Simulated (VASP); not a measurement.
The system is Si3N4.

```
Si N
1.0
     4.13078    0.00000    0.00000
     0.00000    4.13078    0.00000
     0.00000    0.00000    4.13078
Si N
3 4
Direct
  0.00000 0.00000 0.50000
  0.50000 0.00000 0.00000
  0.00000 0.50000 0.00000
  0.23952 0.23952 0.76048
  0.76048 0.76048 0.76048
  0.23952 0.76048 0.23952
  0.76048 0.23952 0.23952
```

| Quantity | Value |
| --- | --- |
| Program | VASP 6.6.1 |
| Task | relaxation of cell and atoms |
| Functional | PBEsol |
| Dispersion | D3(BJ) |
| Potentials or basis | VASP PAW PBE potentials, release 64 (Si, N) |
| Cutoff | 600 eV |
| k mesh | 7 × 7 × 7 |
| Occupations | fermi-dirac, width 0.05 eV |
| Spin | no spin polarisation |

At the start: pressure -7.3 GPa; volume 10.07 Å³/atom.

Task: Where does the relaxation end?

Result: Over 5 steps the energy falls by 7.9 meV/atom and the volume is 9.73 Å³/atom (-3.4 %); space group P-43m (No. 215, to 0.1 Å) before and after.

Step by step:
```csv
step,energy change (eV),largest force (eV/Å),pressure (GPa),volume (Å³)
1,0.0000,0.0465,-7.34,70.48
2,0.0345,0.6559,10.61,65.88
3,-0.0485,0.2409,-0.14,68.44
4,-0.0549,0.0650,-0.09,68.19
5,-0.0555,0.0027,-0.07,68.09
```

Final structure:
```xyz
7
Lattice="4.0835 0.0000 0.0000 0.0000 4.0835 0.0000 0.0000 0.0000 4.0835" Properties=species:S:1:pos:R:3 pbc="T T T"
Si    0.0000    0.0000    2.0418
Si    2.0418    0.0000    0.0000
Si    0.0000    2.0418    0.0000
N     0.9857    0.9857    3.0978
N     3.0978    3.0978    3.0978
N     0.9857    3.0978    0.9857
N     3.0978    0.9857    0.9857
```

Caveat: the PAW data sets were made with another functional, which shifts forces and pressure a little.
